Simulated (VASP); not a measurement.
# V (Im-3m) in VASP: notebook

The runs below take V through single point, relaxation of cell and atoms, with PBE.

All numbers are computed with VASP 6.6.1; they aren't measurements. Logs are shortened: lines on timing, memory, paths and dates and some standing lists are left out, and cuts for length are marked.

## (1) The cell of the first run

The structure is cubic, space group Im-3m (No. 229). The conventional cell has a = 2.997 Å, b = 2.997 Å, c = 2.997 Å, α = 90.00°, β = 90.00°, γ = 90.00°. V (site symmetry m-3m) has 14 V at 2.60 to 3.00 Å within 3.4 Å.

## (2) Single point, PBE

File INCAR:

```
SYSTEM = V
PREC = Accurate
ENCUT = 520
EDIFF = 1E-6
ISMEAR = 0
SIGMA = 0.1
LREAL = .FALSE.
LASPH = .TRUE.
NELM = 100
ALGO = Normal
ISIF = 2
LWAVE = .FALSE.
LCHARG = .FALSE.
GGA = PE
NBANDS = 12
```

File KPOINTS:

```
regular mesh
0
G
  20 20 20
  0 0 0
```

File POSCAR:

```
V
1.0
   -1.4987164940      1.4987164940      1.4987164940
    1.4987164940     -1.4987164940      1.4987164940
    1.4987164940      1.4987164940     -1.4987164940
V
1
Direct
    0.0000000000      0.0000000000      0.0000000000
```

Potentials or basis: VASP PAW PBE potentials, release 64 (V_sv).

On the command line:

```
cat potpaw_PBE.64/V_sv/POTCAR > POTCAR
mpirun -np 1 vasp_std > vasp.out
```

OUTCAR:

```text
SYSTEM = V
   PREC = Accurate
   ENCUT = 520
   EDIFF = 1E-6
   ISMEAR = 0
   LREAL = .FALSE.
   LASPH = .TRUE.
   NELM = 100
   ISIF = 2
   GGA = PE

 ion  position               nearest neighbor table
   1  0.000  0.000  0.000-

  LATTYP: Found a body centered cubic cell.
 ALAT       =     2.9974329880

  Lattice vectors:

 A1 = (  -1.4987164940,   1.4987164940,   1.4987164940)
 A2 = (   1.4987164940,  -1.4987164940,   1.4987164940)
 A3 = (   1.4987164940,   1.4987164940,  -1.4987164940)

Analysis of symmetry for initial positions (statically):
=====================================================================
 Subroutine PRICEL returns:
 Original cell was already a primitive cell.

 Routine SETGRP: Setting up the symmetry group for a
 body centered cubic supercell.

 Subroutine GETGRP returns: Found 48 space group operations
 (whereof 48 operations were pure point group operations)
 out of a pool of 48 trial point group operations.

The static configuration has the point symmetry O_h .

Analysis of symmetry for dynamics (positions and initial velocities):
=====================================================================
 Subroutine PRICEL returns:
 Original cell was already a primitive cell.

 Routine SETGRP: Setting up the symmetry group for a
 body centered cubic supercell.

 Subroutine GETGRP returns: Found 48 space group operations
 (whereof 48 operations were pure point group operations)
 out of a pool of 48 trial point group operations.

The dynamic configuration has the point symmetry O_h .

 Subroutine INISYM returns: Found 48 space group operations
 (whereof 48 operations are pure point group operations),
 and found     1 'primitive' translations

----------------------------------------------------------------------------------------

                                     Primitive cell

  volume of cell :      13.4654

  direct lattice vectors                    reciprocal lattice vectors
    -1.498716494  1.498716494  1.498716494     0.000000000  0.333618801  0.333618801
     1.498716494 -1.498716494  1.498716494     0.333618801  0.000000000  0.333618801
     1.498716494  1.498716494 -1.498716494     0.333618801  0.333618801  0.000000000

  length of vectors
     2.595853114  2.595853114  2.595853114     0.471808233  0.471808233  0.471808233

  position of ions in fractional coordinates (direct lattice)
     0.000000000  0.000000000  0.000000000

  ion indices of the primitive-cell ions
   primitive index   ion index
                 1           1

----------------------------------------------------------------------------------------

 KPOINTS: regular mesh

Automatic generation of k-mesh.
 Grid dimensions read from file:
 generate k-points for:   20   20   20

 Generating k-lattice:

  Cartesian coordinates                     Fractional coordinates (reciprocal lattice)
     0.000000000  0.016680940  0.016680940     0.050000000  0.000000000  0.000000000
     0.016680940  0.000000000  0.016680940     0.000000000  0.050000000  0.000000000
     0.016680940  0.016680940  0.000000000     0.000000000  0.000000000  0.050000000

  Length of vectors
     0.023590412  0.023590412  0.023590412

  Shift w.r.t. Gamma in fractional coordinates (k-lattice)
     0.000000000  0.000000000  0.000000000

 Subroutine IBZKPT returns following result:
 ===========================================

 Found    256 irreducible k-points:

 Following reciprocal coordinates:
            Coordinates               Weight
  0.000000  0.000000  0.000000      1.000000
  0.050000  0.000000  0.000000     12.000000
  0.100000  0.000000  0.000000     12.000000
  0.150000  0.000000  0.000000     12.000000
  0.200000  0.000000  0.000000     12.000000
  0.250000  0.000000  0.000000     12.000000
[... 16 lines left out ...]
  0.200000  0.100000  0.000000     48.000000
  0.250000  0.100000  0.000000     48.000000
 [... further k-points ...]
   k-points           NKPTS =    256   k-points in BZ     NKDIM =    256   number of bands    NBANDS=     12
   number of dos      NEDOS =    301   number of ions     NIONS =      1
   total plane-waves  NPLWV =   8000
   dimension x,y,z NGX =    20 NGY =   20 NGZ =   20
   dimension x,y,z NGXF=    40 NGYF=   40 NGZF=   40
   ions per type =               1
   NGX,Y,Z   is equivalent  to a cutoff of  12.81, 12.81, 12.81 a.u.
   NGXF,Y,Z  is equivalent  to a cutoff of  25.62, 25.62, 25.62 a.u.
 SYSTEM =  V
   PREC   = accura    normal or accurate (medium, high low for compatibility)
   ISTART =      0    job   : 0-new  1-cont  2-samecut
   ICHARG =      2    charge: 1-file 2-atom 10-const
   ISPIN  =      1    spin polarized calculation?
   LNONCOLLINEAR =      F non collinear calculations
   LSORBIT =      F    spin-orbit coupling
   LASPH  =      T    aspherical Exc in radial PAW
   ENCUT  =  520.0 eV  38.22 Ry    6.18 a.u.   4.83  4.83  4.83*2*pi/ulx,y,z
   NELM   =    100;   NELMIN=  2; NELMDL= -5     # of ELM steps
   EDIFF  = 0.1E-05   stopping-criterion for ELM
   LREAL  =      F    real-space projection
   EDIFFG = 0.1E-04   stopping-criterion for IOM
   NSW    =      0    number of steps for IOM
   IBRION =     -1    ionic relax: 0-MD 1-quasi-New 2-CG
   NFREE  =      0    steps in history (QN), initial steepest desc. (CG)
   ISIF   =      2    stress and relaxation
   ISYM   =      2    0-nonsym 1-usesym 2-fastsym
   POTIM  = 0.5000    time-step for ionic-motion
   TEBEG  =    0.0;   TEEND  =   0.0 temperature during run
   PSTRESS=    0.0 pullay stress
   NELECT =      13.0000    total number of electrons
   NUPDOWN=      -1.0000    fix difference up-down
   EMIN   =  10.00;   EMAX   =-10.00  energy-range for DOS
   EFERMI =   0.00;   METHOD = LEGACY
   ISMEAR =     0;   SIGMA  =   0.10  broadening in eV -4-tet -1-fermi 0-gaus
   EFERMI_NEDOS =   21; number of points for ismear=-14 and -15
   IALGO  =     38    algorithm
   IMIX   =      4    mixing-type and parameters
     AMIX     =   0.40;   BMIX     =  1.00
     AMIX_MAG =   1.60;   BMIX_MAG =  1.00
  volume/ion in A,a.u.               =      13.47        90.87
  Fermi-wavevector in a.u.,A,eV,Ry     =   1.618017  3.057609 35.619775  2.617980
  Thomas-Fermi vector in A             =   2.712348
   LORBIT       =      0    0 simple, 1 ext, 2 COOP (PROOUT), +10 PAW based schemes
   GGA     = PE    functional components
   LHFCALC =     F    Hartree Fock is set to
   AEXX    =    0.0000 exact exchange contribution
   IVDW    =     0    specifies the selected vdW correction
   LEPSILON=     F    determine dielectric tensor
   LRPA    =     F    only Hartree local field effects (RPA)
 non-spin polarized calculation
 Gauss-broadening in eV      SIGMA  =   0.10
  energy-cutoff  :      520.00
  volume of cell :       13.47
 maximum number of plane-waves:       374
   NGX =  9   NGY =  9   NGZ =  9

 number of electron      12.9999990 magnetization

 Free energy of the ion-electron system (eV)
  ---------------------------------------------------
  ext. energy  EPLUGINS =         0.00000000
  ---------------------------------------------------
  free energy    TOTEN  =        -8.99676260 eV

  energy without entropy =       -8.98798770  energy(sigma->0) =       -8.99237515

 E-fermi :   9.7072     XC(G=0): -12.9068

 val. band max:        9.7059499635   @ k =  -0.3000   0.3000   0.1500
 cond. band min:       9.7098244743   @ k =   0.1000   0.0500   0.0500
 fundamental gap:      0.0038745108
 Fermi energy:         9.7071864064

 k-point     1 :       0.0000    0.0000    0.0000
  band No.  band energies     occupation
      1     -54.0121      2.00000
      2     -27.3121      2.00000
      3     -27.3121      2.00000
      4     -27.3121      2.00000
      5       3.1237      2.00000
      6      10.1205      0.00000
      7      10.1205      0.00000
      8      10.1205      0.00000
      9      12.1305      0.00000
     10      12.1305      0.00000
     11      30.2007      0.00000
     12      30.2007      0.00000

 k-point     2 :       0.0500    0.0000    0.0000
  band No.  band energies     occupation
      1     -54.0074      2.00000
      2     -27.3352      2.00000
      3     -27.3192      2.00000
      4     -27.3123      2.00000
      5       3.2252      2.00000
      6      10.0771      0.00000
      7      10.1119      0.00000
      8      10.1926      0.00000
      9      12.0795      0.00000
     10      12.1332      0.00000
     11      30.0208      0.00000
     12      30.1886      0.00000

 k-point     3 :       0.1000    0.0000    0.0000
  band No.  band energies     occupation
      1     -53.9935      2.00000
      2     -27.4016      2.00000
      3     -27.3395      2.00000
      4     -27.3127      2.00000
      5       3.5228      2.00000
      6       9.9532      0.00050
      7      10.0745      0.00000
      8      10.4054      0.00000
      9      11.9548      0.00000
     10      12.1427      0.00000
     11      29.4787      0.00000
     12      30.0872      0.00000

 k-point     4 :       0.1500    0.0000    0.0000
  band No.  band energies     occupation
      1     -53.9719      2.00000
      2     -27.5043      2.00000
      3     -27.3710      2.00000
      4     -27.3135      2.00000
      5       3.9952      2.00000
      6       9.7658      0.40715
      7       9.9826      0.00010
      8      10.7480      0.00000
      9      11.8287      0.00000
     10      12.1621      0.00000
     11      28.5697      0.00000
     12      29.7501      0.00000

 k-point     5 :       0.2000    0.0000    0.0000
  band No.  band energies     occupation
      1     -53.9445      2.00000
      2     -27.6321      2.00000
      3     -27.4105      2.00000
      4     -27.3144      2.00000
      5       4.6016      2.00000
      6       9.5386      1.98287
      7       9.8320      0.07753
      8      11.2011      0.00000
      9      11.7722      0.00000
     10      12.1950      0.00000
     11      27.3229      0.00000
     12      29.1126      0.00000
[... 228 lines left out ...]
      1     -53.9597      2.00000
      2     -27.5596      2.00000
      3     -27.3706      2.00000
      4     -27.3340      2.00000
      5       4.2691      2.00000
      6       9.7351      0.69261
      7       9.8112      0.14146
      8      10.9965      0.00000
      9      11.7176      0.00000
     10      12.2281      0.00000
     11      28.3013      0.00000
     12      29.2414      0.00000

 k-point    22 :       0.1500    0.1000    0.0000
  band No.  band energies     occupation
      1     -53.9336      2.00000
      2     -27.6742      2.00000
      3     -27.4088      2.00000
      4     -27.3408      2.00000
      5       4.8609      2.00000
      6       9.5281      1.98868
      7       9.6323      1.71051
      8      11.4713      0.00000
      9      11.6460      0.00000
     10      12.2983      0.00000
     11      27.2796      0.00000
     12      28.4005      0.00000

 k-point    23 :       0.2000    0.1000    0.0000
  band No.  band energies     occupation
      1     -53.9045      2.00000
      2     -27.7977      2.00000
      3     -27.4570      2.00000
      4     -27.3442      2.00000
      5       5.5199      2.00000
      6       9.2859      2.00000
      7       9.4773      1.99885
      8      11.6586      0.00000
      9      12.0344      0.00000
     10      12.3753      0.00000
     11      25.8954      0.00000
     12      27.5680      0.00000

 k-point    24 :       0.2500    0.1000    0.0000
  band No.  band energies     occupation
      1     -53.8753      2.00000
      2     -27.9187      2.00000
      3     -27.5071      2.00000
      4     -27.3466      2.00000
      5       6.1334      2.00000
      6       9.0581      2.00000
      7       9.4334      1.99989
      8      11.7546      0.00000
      9      12.4167      0.00000
     10      12.6774      0.00000
     11      24.3180      0.00000
     12      26.8057      0.00000

 [... further k-points ...]

------------------------ aborting loop because EDIFF is reached ----------------------------------------

  FORCE on cell =-STRESS in cart. coord.  units (eV):
  Direction    XX          YY          ZZ          XY          YZ          ZX
  --------------------------------------------------------------------------------------
  -------------------------------------------------------------------------------------
  Total        0.0130112      0.0130112      0.0130112      0.0000000     -0.0000000     -0.0000000
  in kB        1.5481407      1.5481407      1.5481407      0.0000000     -0.0000000     -0.0000000
  external PRESSURE =       1.5481407 kB  Pullay stress =       0.0000000 kB

 VOLUME and BASIS-vectors are now :
 -----------------------------------------------------------------------------
  energy-cutoff  :      520.00
  volume of cell :       13.47
      direct lattice vectors                 reciprocal lattice vectors
    -1.498716494  1.498716494  1.498716494     0.000000000  0.333618801  0.333618801
     1.498716494 -1.498716494  1.498716494     0.333618801  0.000000000  0.333618801
     1.498716494  1.498716494 -1.498716494     0.333618801  0.333618801  0.000000000

 POSITION                                       TOTAL-FORCE (eV/Angst)
 -----------------------------------------------------------------------------------
      0.00000      0.00000      0.00000         0.000000     -0.000000     -0.000000
 -----------------------------------------------------------------------------------
    total drift:                                0.000000      0.000000      0.000000

  FREE ENERGIE OF THE ION-ELECTRON SYSTEM (eV)
  ---------------------------------------------------
  free  energy   TOTEN  =        -8.9967625988 eV

  energy  without entropy=       -8.9879876984  energy(sigma->0) =       -8.99237515
```

Run time: 19 s. Hardware: 1 thread of Intel Xeon Platinum 8488C (Sapphire Rapids), shared host; peak memory 0.15 GiB.

Results:

- Free energy: -8.9968 eV
- Pressure: 0.2 GPa
- Band gap on the k mesh: zero (an odd number of electrons rules out a gap without spin polarisation)

## (3) Relaxation of cell and atoms, PBE

This run uses another cell than the first one, of 13.37 Å³/atom.

File INCAR:

```
ALGO = Normal
EDIFF = 1E-6
EDIFFG = -0.01
ENCUT = 600
GGA = PE
IBRION = 2
ISIF = 3
ISMEAR = 0
LASPH = T
LCHARG = F
LREAL = F
LWAVE = F
NELM = 100
NSW = 80
PREC = Accurate
SIGMA = 0.1
```

File KPOINTS:

```
k-points
0
Gamma
  20 20 20
```

File POSCAR:

```
V
1.0
   -1.4949989669      1.4949989669      1.4949989669
    1.4949989669     -1.4949989669      1.4949989669
    1.4949989669      1.4949989669     -1.4949989669
V
1
Direct
    0.0000000000      0.0000000000      0.0000000000
```

Potentials or basis: VASP PAW PBE potentials, release 64 (V_sv).

On the command line:

```
cat potpaw_PBE.64/V_sv/POTCAR > POTCAR
mpirun -np 1 vasp_std > vasp.out
```

OUTCAR:

```text
EDIFF = 1E-6
   EDIFFG = -0.01
   ENCUT = 600
   GGA = PE
   IBRION = 2
   ISIF = 3
   ISMEAR = 0
   LASPH = T
   LREAL = F
   NELM = 100
   NSW = 80
   PREC = Accurate

 ion  position               nearest neighbor table
   1  0.000  0.000  0.000-

  LATTYP: Found a body centered cubic cell.
 ALAT       =     2.9899979338

  Lattice vectors:

 A1 = (  -1.4949989669,   1.4949989669,   1.4949989669)
 A2 = (   1.4949989669,  -1.4949989669,   1.4949989669)
 A3 = (   1.4949989669,   1.4949989669,  -1.4949989669)

Analysis of symmetry for initial positions (statically):
=====================================================================
 Subroutine PRICEL returns:
 Original cell was already a primitive cell.

 Routine SETGRP: Setting up the symmetry group for a
 body centered cubic supercell.

 Subroutine GETGRP returns: Found 48 space group operations
 (whereof 48 operations were pure point group operations)
 out of a pool of 48 trial point group operations.

The static configuration has the point symmetry O_h .

Analysis of symmetry for dynamics (positions and initial velocities):
=====================================================================
[... 166 lines left out ...]
  Total        0.1233118      0.1233118      0.1233118     -0.0000000      0.0000000      0.0000000
  in kB       14.7819768     14.7819768     14.7819768     -0.0000000      0.0000000      0.0000000
  external PRESSURE =      14.7819768 kB  Pullay stress =       0.0000000 kB
[... 57 lines left out ...]
--------------------------------------- Ionic step        3  -------------------------------------------

 number of electron      12.9999999 magnetization

 Free energy of the ion-electron system (eV)
  ---------------------------------------------------
  ext. energy  EPLUGINS =         0.00000000
  ---------------------------------------------------
  free energy    TOTEN  =        -8.99665895 eV

  energy without entropy =       -8.98787734  energy(sigma->0) =       -8.99226815

 E-fermi :   9.6991     XC(G=0): -12.9036

 val. band max:        9.6979771308   @ k =  -0.3000   0.3000   0.1500
 cond. band min:       9.7018091052   @ k =   0.1000   0.0500   0.0500
 fundamental gap:      0.0038319744
 Fermi energy:         9.6990845546

 k-point     1 :       0.0000    0.0000    0.0000
  band No.  band energies     occupation
      1     -54.0214      2.00000
      2     -27.3223      2.00000
      3     -27.3223      2.00000
      4     -27.3223      2.00000
      5       3.1175      2.00000
      6      10.1121      0.00000
      7      10.1121      0.00000
      8      10.1121      0.00000
      9      12.1206      0.00000
     10      12.1206      0.00000
[... 287 lines left out ...]
 k-point    24 :       0.2500    0.1000   -0.0000
  band No.  band energies     occupation
      1     -53.8849      2.00000
      2     -27.9276      2.00000
      3     -27.5168      2.00000
      4     -27.3567      2.00000
      5       6.1262      2.00000
      6       9.0507      2.00000
      7       9.4255      1.99989
      8      11.7450      0.00000
      9      12.4064      0.00000
     10      12.6668      0.00000

 [... further k-points ...]
[... 5 lines left out ...]
  --------------------------------------------------------------------------------------
  -------------------------------------------------------------------------------------
  Total        0.0029119      0.0029119      0.0029119      0.0000000     -0.0000000      0.0000000
  in kB        0.3462633      0.3462633      0.3462633      0.0000000     -0.0000000      0.0000000
  external PRESSURE =       0.3462633 kB  Pullay stress =       0.0000000 kB
[... 16 lines left out ...]
  FREE ENERGIE OF THE ION-ELECTRON SYSTEM (eV)
  ---------------------------------------------------
  free  energy   TOTEN  =        -8.9966589535 eV

  energy  without entropy=       -8.9878773386  energy(sigma->0) =       -8.99226815

 reached required accuracy - stopping structural energy minimisation
```

Run time: 42 s. Hardware: 1 thread of Intel Xeon Platinum 8488C (Sapphire Rapids), shared host; peak memory 0.18 GiB.

What came out:

```yaml
Free_energy: -8.9967 eV
Relaxed_volume: 13.47 Å³/atom
Relaxed_cell: a = 2.596 Å, b = 2.596 Å, c = 2.596 Å, α = 109.47°, β = 109.47°, γ = 109.47°
Space_group_after_relaxing_to_0.1_Å: Im-3m (No. 229)
Energy_gained_by_relaxing: 0.5 meV/atom
Ionic_steps: 3
Pressure_after_relaxing: 0.0 GPa
Band_gap_on_the_k_mesh: zero (an odd number of electrons rules out a gap without spin polarisation)
```

Step by step:
```tsv
step	energy change (eV)	largest force (eV/Å)	pressure (GPa)	volume (Å³)
1	0.0000	0.0000	1.48	13.37
2	0.0002	0.0000	-1.77	13.61
3	-0.0005	0.0000	0.03	13.47
```

Final structure:
```xyz
1
Lattice="-1.4990 1.4990 1.4990 1.4990 -1.4990 1.4990 1.4990 1.4990 -1.4990" Properties=species:S:1:pos:R:3 pbc="T T T"
V     0.0000    0.0000    0.0000
```
